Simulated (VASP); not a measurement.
# Re (Fd-3m) in VASP: notebook

Runs on Re. Level: LDA. Tasks: single point.

All numbers are computed with VASP 6.6.1; they aren't measurements. Logs are shortened: lines on timing, memory, paths and dates and some standing lists are left out, and cuts for length are marked.

### 1 The cell of the first run

It takes space group Fd-3m (No. 227, cubic). The conventional cell has a = 5.527 Å, b = 5.527 Å, c = 5.527 Å, α = 90.00°, β = 90.00°, γ = 90.00°. Re (site symmetry -43m) has 4 Re at 2.39 Å within 3.2 Å.

### 2 Single point, LDA

The input, INCAR:

```
  PREC = Accurate
  ENCUT = 520
  EDIFF = 1E-6
  ISMEAR = 1
  SIGMA = 0.1
  LREAL = F
  LASPH = T
  NELM = 80
  ALGO = Normal
  ISIF = 2
  LWAVE = F
  LCHARG = F
  GGA = CA
  NBANDS = 14
```

The input, KPOINTS:

```
regular mesh
0
Gamma
  8 8 8
```

The input, POSCAR:

```
Re
1.0
    0.0000000000      2.7632809243      2.7632809243
    2.7632809243      0.0000000000      2.7632809243
    2.7632809243      2.7632809243      0.0000000000
Re
2
Direct
    0.0000000000      0.0000000000      0.0000000000
    0.2500000000      0.2500000000      0.2500000000
```

Potentials or basis: VASP PAW LDA potentials, release 64 (Re).

Started as:

```
cat potpaw_LDA.64/Re/POTCAR > POTCAR
mpirun -np 1 vasp_std > vasp.out
```

OUTCAR:

```text
PREC = Accurate
   ENCUT = 520
   EDIFF = 1E-6
   ISMEAR = 1
   LREAL = F
   LASPH = T
   NELM = 80
   ISIF = 2
   GGA = CA

 ion  position               nearest neighbor table
   1  0.000  0.000  0.000-   2 2.39   2 2.39   2 2.39   2 2.39
   2  0.250  0.250  0.250-   1 2.39   1 2.39   1 2.39   1 2.39

  LATTYP: Found a face centered cubic cell.
 ALAT       =     5.5265618486

  Lattice vectors:

 A1 = (   0.0000000000,   2.7632809243,   2.7632809243)
 A2 = (   2.7632809243,   0.0000000000,   2.7632809243)
 A3 = (   2.7632809243,   2.7632809243,   0.0000000000)

Analysis of symmetry for initial positions (statically):
=====================================================================
 Subroutine PRICEL returns:
 Original cell was already a primitive cell.

 Routine SETGRP: Setting up the symmetry group for a
 face centered cubic supercell.

 Subroutine GETGRP returns: Found 48 space group operations
 (whereof 24 operations were pure point group operations)
 out of a pool of 48 trial point group operations.

The static configuration has the point symmetry T_d .
 The point group associated with its full space group is O_h .

Analysis of symmetry for dynamics (positions and initial velocities):
=====================================================================
 Subroutine PRICEL returns:
 Original cell was already a primitive cell.

 Routine SETGRP: Setting up the symmetry group for a
 face centered cubic supercell.

 Subroutine GETGRP returns: Found 48 space group operations
 (whereof 24 operations were pure point group operations)
 out of a pool of 48 trial point group operations.

The dynamic configuration has the point symmetry T_d .
 The point group associated with its full space group is O_h .

 Subroutine INISYM returns: Found 48 space group operations
 (whereof 24 operations are pure point group operations),
 and found     1 'primitive' translations

----------------------------------------------------------------------------------------

                                     Primitive cell

  volume of cell :      42.1993

  direct lattice vectors                    reciprocal lattice vectors
     0.000000000  2.763280924  2.763280924    -0.180944324  0.180944324  0.180944324
     2.763280924  0.000000000  2.763280924     0.180944324 -0.180944324  0.180944324
     2.763280924  2.763280924  0.000000000     0.180944324  0.180944324 -0.180944324

  length of vectors
     3.907869360  3.907869360  3.907869360     0.313404763  0.313404763  0.313404763

  position of ions in fractional coordinates (direct lattice)
     0.000000000  0.000000000  0.000000000
[... 85 lines left out ...]
   ISYM   =      2    0-nonsym 1-usesym 2-fastsym
   POTIM  = 0.5000    time-step for ionic-motion
   TEBEG  =    0.0;   TEEND  =   0.0 temperature during run
   PSTRESS=    0.0 pullay stress
   NELECT =      14.0000    total number of electrons
   NUPDOWN=      -1.0000    fix difference up-down
   EMIN   =  10.00;   EMAX   =-10.00  energy-range for DOS
   EFERMI =   0.00;   METHOD = LEGACY
   ISMEAR =     1;   SIGMA  =   0.10  broadening in eV -4-tet -1-fermi 0-gaus
   EFERMI_NEDOS =   21; number of points for ismear=-14 and -15
   IALGO  =     38    algorithm
   IMIX   =      4    mixing-type and parameters
     AMIX     =   0.40;   BMIX     =  1.00
     AMIX_MAG =   1.60;   BMIX_MAG =  1.00
  volume/ion in A,a.u.               =      21.10       142.39
  Fermi-wavevector in a.u.,A,eV,Ry     =   1.133311  2.141647 17.475242  1.284394
  Thomas-Fermi vector in A             =   2.270014
   LORBIT       =      0    0 simple, 1 ext, 2 COOP (PROOUT), +10 PAW based schemes
   GGA     = CA    functional components
   LHFCALC =     F    Hartree Fock is set to
   AEXX    =    0.0000 exact exchange contribution
   IVDW    =     0    specifies the selected vdW correction
   LEPSILON=     F    determine dielectric tensor
   LRPA    =     F    only Hartree local field effects (RPA)
 non-spin polarized calculation
 Methfessel and Paxton  Order N= 1 SIGMA  =   0.10
  energy-cutoff  :      520.00
  volume of cell :       42.20
 maximum number of plane-waves:      1158
 NGX is ok and might be reduce to    30
   NGX = 15   NGY = 15   NGZ = 15

 number of electron      14.0000001 magnetization

 Free energy of the ion-electron system (eV)
  ---------------------------------------------------
  ext. energy  EPLUGINS =         0.00000000
  ---------------------------------------------------
  free energy    TOTEN  =       -24.06363298 eV

  energy without entropy =      -24.06392971  energy(sigma->0) =      -24.06373189

 E-fermi :   3.9836     XC(G=0): -11.5087

 val. band max:        3.9665868290   @ k =  -0.3750   0.2500   0.1250
 cond. band min:       4.1075881076   @ k =  -0.3750   0.3750   0.1250
 fundamental gap:      0.1410012786
 Fermi energy:         3.9836380262

 k-point     1 :       0.0000    0.0000    0.0000
  band No.  band energies     occupation
      1      -3.2193      2.00000
      2       0.5771      2.00000
      3       0.5771      2.00000
      4       1.5229      2.00000
      5       1.5229      2.00000
      6       1.5229      2.00000
      7       4.5564     -0.00000
      8       4.5564     -0.00000
      9       4.5564     -0.00000
     10       8.3506      0.00000
     11       8.3506      0.00000
     12      15.3320      0.00000
     13      15.8302      0.00000
     14      16.9455      0.00000
[... 377 lines left out ...]
      1      -0.1331      2.00000
      2      -0.0443      2.00000
      3       0.4896      2.00000
      4       1.0819      2.00000
      5       1.9527      2.00000
      6       2.1098      2.00000
      7       3.9666      1.28400
      8       4.6290     -0.00000
      9       5.4549     -0.00000
     10       7.3268      0.00000
     11       7.8906      0.00000
     12       8.2806      0.00000
     13      11.5248      0.00000
     14      12.3170      0.00000

 [... further k-points ...]
[... 5 lines left out ...]
  --------------------------------------------------------------------------------------
  -------------------------------------------------------------------------------------
  Total        0.5245403      0.5245403      0.5245403      0.0000000     -0.0000000     -0.0000000
  in kB       19.9151849     19.9151849     19.9151849      0.0000000     -0.0000000     -0.0000000
  external PRESSURE =      19.9151849 kB  Pullay stress =       0.0000000 kB

 VOLUME and BASIS-vectors are now :
 -----------------------------------------------------------------------------
  energy-cutoff  :      520.00
  volume of cell :       42.20
      direct lattice vectors                 reciprocal lattice vectors
     0.000000000  2.763280924  2.763280924    -0.180944324  0.180944324  0.180944324
     2.763280924  0.000000000  2.763280924     0.180944324 -0.180944324  0.180944324
     2.763280924  2.763280924  0.000000000     0.180944324  0.180944324 -0.180944324

 POSITION                                       TOTAL-FORCE (eV/Angst)
 -----------------------------------------------------------------------------------
      0.00000      0.00000      0.00000         0.000000      0.000000      0.000000
      1.38164      1.38164      1.38164        -0.000000     -0.000000     -0.000000
 -----------------------------------------------------------------------------------
    total drift:                                0.000000     -0.000000     -0.000000

  FREE ENERGIE OF THE ION-ELECTRON SYSTEM (eV)
  ---------------------------------------------------
  free  energy   TOTEN  =       -24.0636329820 eV

  energy  without entropy=      -24.0639297149  energy(sigma->0) =      -24.06373189
```

Wall time 11 s (1 thread of Intel Xeon 6975P-C (Granite Rapids), shared host); peak memory 0.15 GiB.

What came out:

- Free energy: -24.0636 eV
- Pressure: 2.0 GPa
- Band gap on the k mesh: zero (band 7 reaches 4.56 eV, above the bottom of band 8 at 3.05 eV)

Levels at points of the mesh, in eV from the Fermi level:
```tsv
k point	band 5	band 6	band 7	band 8	band 9	band 10
(0.00, 0.00, 0.00)	-2.46	-2.46	0.57	0.57	0.57	4.37
(0.50, 0.00, 0.00)	-2.74	-2.74	-0.93	1.76	1.76	3.42
(0.50, 0.50, 0.00)	-1.96	-1.96	-0.16	-0.16	3.82	3.82
```

Caveat: spin-orbit coupling is left out, which moves the levels of the heavy elements.

### 3 Single point, LDA

This run uses another cell than the first one, of 21.42 Å³/atom, 1.015 times its volume.

The input, INCAR:

```
  ALGO = Normal
  EDIFF = 1E-6
  ENCUT = 520
  ISIF = 2
  ISMEAR = 1
  LASPH = T
  LCHARG = F
  LREAL = F
  LWAVE = F
  NBANDS = 14
  NELM = 80
  PREC = Accurate
  SIGMA = 0.1
```

The input, KPOINTS:

```
k-points
0
Gamma
  8 8 8
```

The input, POSCAR:

```
Re
1.0
    0.0000000000      2.7772371253      2.7772371253
    2.7772371253      0.0000000000      2.7772371253
    2.7772371253      2.7772371253      0.0000000000
Re
2
Direct
    0.0000000000      0.0000000000      0.0000000000
    0.2500000000      0.2500000000      0.2500000000
```

Potentials or basis: VASP PAW LDA potentials, release 64 (Re).

Started as:

```
cat potpaw_LDA.64/Re/POTCAR > POTCAR
mpirun -np 1 vasp_std > vasp.out
```

It took 10 s on 1 thread of Intel Xeon 6975P-C (Granite Rapids), shared host; peak memory 0.15 GiB.

It converged, with:

| Property | Result |
| --- | --- |
| Free energy | -24.0658 eV |
| Pressure | -1.0 GPa |
| Band gap on the k mesh | zero (band 7 reaches 4.41 eV, above the bottom of band 8 at 2.92 eV) |

Levels at points of the mesh, in eV from the Fermi level:
| k point | band 5 | band 6 | band 7 | band 8 | band 9 | band 10 |
| --- | --- | --- | --- | --- | --- | --- |
| (0.00, 0.00, 0.00) | -2.42 | -2.42 | 0.57 | 0.57 | 0.57 | 4.28 |
| (0.50, 0.00, 0.00) | -2.68 | -2.68 | -0.92 | 1.74 | 1.74 | 3.37 |
| (0.50, 0.50, 0.00) | -1.96 | -1.96 | -0.14 | -0.14 | 3.76 | 3.76 |

Caveat: spin-orbit coupling is left out, which moves the levels of the heavy elements.

### 4 Single point, LDA

This run uses another cell than the first one, of 21.42 Å³/atom, 1.015 times its volume.

The input, INCAR:

```
SYSTEM = Re
  PREC = Accurate
  ENCUT = 520
  EDIFF = 1E-6
  ISMEAR = 1
  SIGMA = 0.1
  LREAL = .FALSE.
  LASPH = .TRUE.
  NELM = 100
  ALGO = Normal
  ISIF = 2
  LWAVE = .FALSE.
  LCHARG = .FALSE.
  GGA = CA
  NBANDS = 14
```

The input, KPOINTS:

```
regular mesh
0
G
  8 8 8
  0 0 0
```

POSCAR is that of step 3.

Started as:

```
cat potpaw_LDA.64/Re/POTCAR > POTCAR
mpirun -np 1 vasp_std > vasp.out
```

Wall time 9 s (1 thread of Intel Xeon 6975P-C (Granite Rapids), shared host); peak memory 0.15 GiB.

The run converged. Its results:

| Property | Result |
| --- | --- |
| Free energy | -24.0658 eV |
| Pressure | -1.0 GPa |
| Band gap on the k mesh | zero (band 7 reaches 4.41 eV, above the bottom of band 8 at 2.92 eV) |

Levels at points of the mesh, in eV from the Fermi level:
| k point | band 4 | band 5 | band 6 | band 7 | band 8 | band 9 | band 10 | band 11 |
| --- | --- | --- | --- | --- | --- | --- | --- | --- |
| (0.00, 0.00, 0.00) | -2.42 | -2.42 | -2.42 | 0.57 | 0.57 | 0.57 | 4.28 | 4.28 |
| (0.50, 0.00, 0.00) | -3.00 | -2.68 | -2.68 | -0.92 | 1.74 | 1.74 | 3.37 | 3.37 |
| (0.50, 0.50, 0.00) | -2.62 | -1.96 | -1.96 | -0.14 | -0.14 | 3.76 | 3.76 | 4.75 |

Caveat: spin-orbit coupling is left out, which moves the levels of the heavy elements.
